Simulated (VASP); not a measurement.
Runs of VASP 6.6.1 on Pt. The structure is that of space group P6_3/mmc (No. 194), or close to it. The cells are those of the table. 

```csv
task,cell,k mesh,cutoff (eV),gap on the mesh (eV),pressure (GPa)
single point,"a = 2.885, b = 2.885, c = 4.963 Å, angles 90.0, 90.0, 120.0°, 2 atoms",15 × 15 × 8,520,none,-19.2
single point,"a = 2.778, b = 2.778, c = 4.779 Å, angles 90.0, 90.0, 120.0°, 2 atoms",21 × 21 × 11,520,none,-0.5
single point,"a = 2.814, b = 2.814, c = 4.842 Å, angles 90.0, 90.0, 120.0°, 2 atoms",15 × 15 × 8,520,none,(a)
single point,"a = 2.662, b = 2.662, c = 4.579 Å, angles 90.0, 90.0, 120.0°, 2 atoms",15 × 15 × 8,520,none,(b)
single point,"a = 2.778, b = 2.778, c = 4.779 Å, angles 90.0, 90.0, 120.0°, 2 atoms",13 × 13 × 7,520,none,-0.5
single point,"a = 2.702, b = 2.702, c = 4.648 Å, angles 90.0, 90.0, 120.0°, 2 atoms",15 × 15 × 8,520,none,23.5
single point,"a = 2.850, b = 2.850, c = 4.903 Å, angles 90.0, 90.0, 120.0°, 2 atoms",15 × 15 × 8,520,none,-14.5
single point,"a = 2.740, b = 2.740, c = 4.714 Å, angles 90.0, 90.0, 120.0°, 2 atoms",15 × 15 × 8,520,none,10.0
relaxation of cell and atoms,"relaxed from a = 2.774, b = 2.774, c = 4.530 Å, angles 90.0, 90.0, 120.0°, 2 atoms",13 × 13 × 7,600,none,0.0
single point,"a = 2.778, b = 2.778, c = 4.779 Å, angles 90.0, 90.0, 120.0°, 2 atoms",15 × 15 × 8,520,none,-0.4
```

Alike in all rows: level revPBE; potentials or basis VASP PAW PBE potentials, release 64 (Pt); no spin polarisation; smearing fermi-dirac 0.1 eV.

Task: Fill in the values left out.

Result: (a) -8.4; (b) 40.9.

Caveats: the PAW data sets were made with another functional, which shifts forces and pressure a little; spin-orbit coupling is left out, which moves the levels of the heavy elements.

A k mesh can miss the band edges, and the runs leave out spin-orbit coupling on Pt.

A gap of «none» marks levels without a gap at the run's occupations.
